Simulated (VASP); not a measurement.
Crystal: Cu.

```xyz
1
Lattice="0.0000 1.8250 1.8250 1.8250 0.0000 1.8250 1.8250 1.8250 0.0000" Properties=species:S:1:pos:R:3 pbc="T T T"
Cu    0.0000    0.0000    0.0000
```

```yaml
Program: VASP 6.6.1
Task: relaxation of cell and atoms
Functional: PBE
Dispersion: D3(BJ)
Potentials_or_basis: VASP PAW PBE potentials, release 64 (Cu)
Cutoff: 600 eV
k_mesh: 10 × 10 × 10
Occupations: gaussian, width 0.1 eV
Spin: no spin polarisation
```

At the start: pressure -9.1 GPa; volume 12.16 Å³/atom.

Problem. How do energy, volume and symmetry change on relaxing?

Solution. Over 3 steps the energy falls by 24.9 meV/atom and the volume is 11.35 Å³/atom (-6.6 %); space group Fm-3m (No. 225, to 0.05 Å).

Step by step:
| step | energy change (eV) | largest force (eV/Å) | pressure (GPa) | volume (Å³) |
| --- | --- | --- | --- | --- |
| 1 | 0.0000 | 0.0000 | -9.13 | 12.16 |
| 2 | -0.0182 | 0.0000 | 5.92 | 10.98 |
| 3 | -0.0249 | 0.0000 | 0.04 | 11.35 |

Final structure:
```
Cu
1.0
     0.00000    1.78374    1.78374
     1.78374    0.00000    1.78374
     1.78374    1.78374    0.00000
Cu
1
Cartesian
  0.0000 0.0000 0.0000
```

Caveat: pairwise dispersion overbinds metals, which lowers pressure and volume.
